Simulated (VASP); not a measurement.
Input of a VASP 6.6.1 run:

INCAR

```
ALGO     = Normal         # electronic algorithm
EDIFF    = 1E-6           # SCF threshold, eV
ENCUT    = 520            # plane-wave cutoff, eV
GGA      = PE             # functional
ISIF     = 2              # what is computed and relaxed
ISMEAR   = -5             # smearing method
ISPIN    = 2              # spin polarisation
IVDW     = 12             # dispersion correction
LASPH    = T              # aspherical terms in the spheres
LCHARG   = T              # write CHGCAR
LDAU     = T              # DFT+U
LDAUJ    = 0 0 0        
LDAUL    = -1 2 -1        # shell
LDAUPRINT= 1            
LDAUTYPE = 2            
LDAUU    = 0 6.17 0       # U, eV
LELF     = T              # ELF
LMAXMIX  = 4              # l up to which the mixer works
LORBIT   = 11             # projections on sites
LREAL    = F              # projectors in reciprocal space
LVHAR    = T            
LWAVE    = F              # write WAVECAR
MAGMOM   = -0.4 3.5 3.4 3.2 0 # initial moments
NBANDS   = 36             # bands
NELM     = 150            # most SCF steps
PREC     = Accurate       # precision mode
SIGMA    = 0.1            # smearing width, eV
```

KPOINTS

```
Automatic mesh
0
Gamma
  4 4 4
  0 0.5 0.5
```

POSCAR

```
Cr3SbO
1.0
    4.4260380000     -0.0085170000      0.0167840000
   -0.0085170000      4.4196650000      0.0353560000
    0.0167840000      0.0353560000      4.3463420000
Sb Cr O
1 3 1
Direct
    0.5020220000      0.5031060000      0.4914570000
    0.5084210000      0.0182250000      0.9661310000
    0.0141000000      0.5064010000      0.0390480000
    0.0034990000      0.9777600000      0.4676750000
    0.9814310000      0.9660300000      0.0288930000
```

Potentials or basis: VASP PAW PBE potentials, release 64 (Sb, Cr_pv, O).

Run with:

```console
$ cat potpaw_PBE.64/Sb/POTCAR potpaw_PBE.64/Cr_pv/POTCAR potpaw_PBE.64/O/POTCAR > POTCAR
$ mpirun -np 1 vasp_std > vasp.out
```

(1) What does it give for the largest force?

(2) Estimate the net moment.

(3) Estimate the band gap on the k mesh.

Results:

(1) 2.601 eV/Å.

(2) 13.00 μB per cell.

(3) zero (filled and empty bands overlap).

Caveat: the k points lie up to 0.36 Å⁻¹ apart, too coarse for converged energies and pressures of a metal; spin-orbit coupling is left out, which moves the levels of the heavy elements; forces of over 1 eV/Å act on the atoms, so gaps and moduli don't describe the material at rest; tetrahedron occupations give inexact forces and stress in metals.
